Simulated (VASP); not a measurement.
Runs of VASP 6.6.1 on Sc. The structure is that of space group Fd-3m (No. 227), or close to it. The cells are those of the table. 

```csv
task,cell,cutoff (eV),gap on the mesh (eV),pressure (GPa)
single point,"a = 4.255 Å, angles 60.0°, 2 atoms",520,none,-0.1
single point,"a = 4.240 Å, angles 60.0°, 2 atoms",520,none,(a)
single point,"a = 4.226 Å, angles 60.0°, 2 atoms",520,none,0.4
relaxation of cell and atoms,"relaxed from a = 4.240 Å, angles 60.0°, 2 atoms",600,none,0.2
```

Alike in all rows: level LDA; potentials or basis VASP PAW LDA potentials, release 64 (Sc_sv); no spin polarisation; k mesh 6 × 6 × 6; smearing fermi-dirac 0.05 eV.

Task: Estimate the missing entries.

Result: (a) 0.1.

Caveats: the relaxation stopped at its first step, so nothing moved (some runs).

A gap of «none» marks levels without a gap at the run's occupations.
